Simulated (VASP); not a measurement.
HfO2, 6 atoms in the cell. Symmetry: P4_2/nmc, No. 137, tetragonal system. The conventional cell has a = 3.577 Å, b = 3.577 Å, c = 5.202 Å, α = 90.00°, β = 90.00°, γ = 90.00°. Hf (site symmetry -4m2) has 8 O at 2.06 to 2.39 Å within 2.7 Å. Within 2.7 Å of O (site symmetry 2mm) lie 4 Hf at 2.06 to 2.39 Å and 6 O at 2.59 to 2.60 Å. 

- Program: VASP 6.6.1
- Task: single point
- Functional: PBEsol
- Potentials or basis: VASP PAW PBE potentials, release 64 (Hf_pv, O)
- Cutoff: 520 eV
- k mesh: 6 × 6 × 4
- Occupations: gaussian, width 0.01 eV
- Spin: no spin polarisation
- Dipole correction: no
- Further INCAR settings: ALGO = Normal; EDIFF = 1e-07; NBANDS = 31

Potentials or basis: VASP PAW PBE potentials, release 64 (Hf_pv, O).

The run is started by

```console
$ cat potpaw_PBE.64/Hf_pv/POTCAR potpaw_PBE.64/O/POTCAR > POTCAR
$ mpirun -np 1 vasp_std > vasp.out
```

Hardware: 1 thread of Intel Xeon 8259CL, with other jobs on the host.

Question: How long does it take, and how much memory?

Answer: Run time: 110 s on 1 thread of Intel Xeon 8259CL, on a shared host, peak memory 0.21 GiB. Counts: scf iterations 14, k points 30.
